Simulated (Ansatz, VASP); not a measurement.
**Ir in VASP and in Ansatz**

```
Ir
1.0
     0.00000    1.95809    1.91970
     1.91970    0.00000    1.91970
     1.91970    1.95809    0.00000
Ir
1
Direct
  0.00000 0.00000 0.00000
```

Change from the starting cell: strain +0.0200 x Voigt [0, 1, 0, 0, 0, 0], atoms carried along.

Alike in both runs: task single point; functional r2SCAN; k mesh 22 × 22 × 22; occupations gaussian, width 0.15 eV; no spin polarisation.

```csv
,VASP,Ansatz
version,VASP 6.6.1,Ansatz 0.2.0
potentials or method,"VASP PAW PBE potentials, release 64 (Ir), cutoff 520 eV","scalar-relativistic, plane waves, PAW"
valence electrons in the cell,9,17
```

VASP gave:

```
gap on the k mesh at the Fermi level (eV)                     : none
pressure (GPa)                                                : -3.3
traceless stress, the component that is largest in VASP (GPa) : -4.78
```

Problem. Estimate Ansatz's values.

Solution. gap on the k mesh at the Fermi level (eV): none; pressure (GPa): -5.6; traceless stress, the component that is largest in VASP (GPa): -4.78.

VASP's potentials were made for PBE, not for r2SCAN. A gap of «none» marks a metal or a gap that the smearing closes. The functional is the same, so the differences come from potentials, cutoffs and numerics. VASP's potentials hold 9 valence electrons a cell and Ansatz's 17, so a difference there can come from the potentials and not from the codes.

Neither program's run includes spin-orbit coupling.
